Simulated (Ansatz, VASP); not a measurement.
**C: VASP beside Ansatz**

```
C
1.0
     2.12732   -1.22828    0.00000
     2.12732    1.22828    0.00000
    -1.37907    0.00000    3.50283
C
2
Cartesian
  3.5455 0.0000 0.0003
  -0.6699 0.0000 3.5025
```

Alike in both runs: task relaxation of cell and atoms; functional r2SCAN; k mesh 14 × 14 × 8; occupations gaussian, width 0.02 eV; no spin polarisation.

|  | VASP | Ansatz |
| --- | --- | --- |
| version | VASP 6.6.1 | Ansatz 0.2.0 |
| potentials or method | VASP PAW PBE potentials, release 64 (C), cutoff 600 eV | scalar-relativistic, plane waves, PAW |
| valence electrons in the cell | 8 | 8 |

|  | VASP | Ansatz | Ansatz less VASP |
| --- | --- | --- | --- |
| gap on the k mesh at the Fermi level, each at its own relaxed structure (eV) | 0.82 | 0.90 | +0.076 |
| relaxed volume (Å³/atom) | 9.06 | 9.23 | +0.175 |
| relaxed cell length with the largest relative difference (Å) | 3.735 | 3.808 | +0.0728 |

VASP's potentials were made for PBE, not for r2SCAN.
